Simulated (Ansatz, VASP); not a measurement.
**MgO: VASP beside Ansatz**

```xyz
2
Lattice="0.0000 2.0610 2.0610 2.0610 0.0000 2.0610 2.0610 2.0610 0.0000" Properties=species:S:1:pos:R:3 pbc="T T T"
Mg    0.0000    0.0000    0.0000
O     2.0610    2.0610    2.0610
```

Alike in both runs: task relaxation of cell and atoms; functional PBEsol; k mesh 8 × 8 × 8; occupations gaussian, width 0.1 eV; no spin polarisation.

|  | VASP | Ansatz |
| --- | --- | --- |
| version | VASP 6.6.1 | Ansatz 0.2.0 |
| potentials or method | VASP PAW PBE potentials, release 64 (Mg, O), cutoff 600 eV | scalar-relativistic, plane waves, PAW |
| valence electrons in the cell | 8 | 16 |

Ansatz gave:

```
gap on the k mesh at the Fermi level, each at its own relaxed structure (eV) : 4.62
relaxed volume (Å³/atom)                                                     : 9.35
relaxed cell length with the largest relative difference (Å)                 : 2.979
```

Question: Which values does VASP return?

Answer: gap on the k mesh at the Fermi level, each at its own relaxed structure (eV): 4.66; relaxed volume (Å³/atom): 9.32; relaxed cell length with the largest relative difference (Å): 2.976.

VASP's potentials were made for PBE, not for PBEsol. VASP's potentials hold 8 valence electrons a cell and Ansatz's 16, so a difference there can come from the potentials and not from the codes.
